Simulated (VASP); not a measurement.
AlN, 2 atoms in the cell. The structure is tetragonal, space group I-4m2 (No. 119). Conventional cell: a = 3.176 Å, b = 3.176 Å, c = 4.132 Å, α = 90.00°, β = 90.00°, γ = 90.00°. Al (site symmetry -4m2) has 4 N at 1.89 Å within 2.5 Å. N (site symmetry -4m2) has 4 Al at 1.89 Å within 2.5 Å.  This cell differs from its parent crystal: ratio of the length along z to the lengths across it x 0.92, volume and fractional coordinates fixed.

```yaml
Program: VASP 6.6.1
Task: single point
Functional: PBE
Potentials_or_basis: VASP PAW PBE potentials, release 64 (Al, N)
Cutoff: 520 eV
k_mesh: 10 × 10 × 10
Occupations: gaussian, width 0.05 eV
Spin: no spin polarisation
Dipole_correction: no
Further_INCAR_settings: ALGO = Normal; EDIFF = 1e-07; NBANDS = 11
```

Potentials or basis: VASP PAW PBE potentials, release 64 (Al, N).

Command:

```sh
$ cat potpaw_PBE.64/Al/POTCAR potpaw_PBE.64/N/POTCAR > POTCAR
$ mpirun -np 1 vasp_std > vasp.out
```

Hardware: 1 thread of AMD EPYC 7R43 64-Core Processor (Zen 3), with other jobs on the host.

Problem. Estimate the wall time of this run.

Solution. Run time: 34 s on 1 thread of AMD EPYC 7R43 64-Core Processor (Zen 3), on a shared host, peak memory 0.11 GiB. Counts: scf iterations 13, k points 102.
